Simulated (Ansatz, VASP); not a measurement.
Ca3W: VASP beside Ansatz

```xyz
4
Lattice="4.8414 0.0000 0.0000 0.0000 4.8414 0.0000 0.0000 0.0000 4.8414" Properties=species:S:1:pos:R:3 pbc="T T T"
Ca    0.0000    2.4207    2.4207
Ca    2.4207    0.0000    2.4207
Ca    2.4207    2.4207    0.0000
W     0.0000    0.0000    0.0000
```

Alike in both runs: task relaxation of cell and atoms; functional PBE; k mesh 10 × 10 × 10; occupations gaussian, width 0.1 eV; no spin polarisation.

|  | VASP | Ansatz |
| --- | --- | --- |
| version | VASP 6.6.1 | Ansatz 0.2.0 |
| potentials or method | VASP PAW PBE potentials, release 64 (Ca_sv, W_sv), cutoff 600 eV | scalar-relativistic, plane waves, PAW |
| valence electrons in the cell | 44 | 44 |

|  | VASP | Ansatz | Ansatz less VASP |
| --- | --- | --- | --- |
| gap on the k mesh at the Fermi level, each at its own relaxed structure (eV) | none | none | - |
| relaxed volume (Å³/atom) | 28.37 | 28.30 | -0.069 |
| relaxed length of the cell vector where the two differ most in proportion (Å) | 4.841 | 4.837 | -0.0039 |

A gap of «none» marks a metal or a gap that the smearing closes.

Spin-orbit coupling is off throughout. Noted on VASP's run: the relaxation stopped at its first step, so nothing moved.
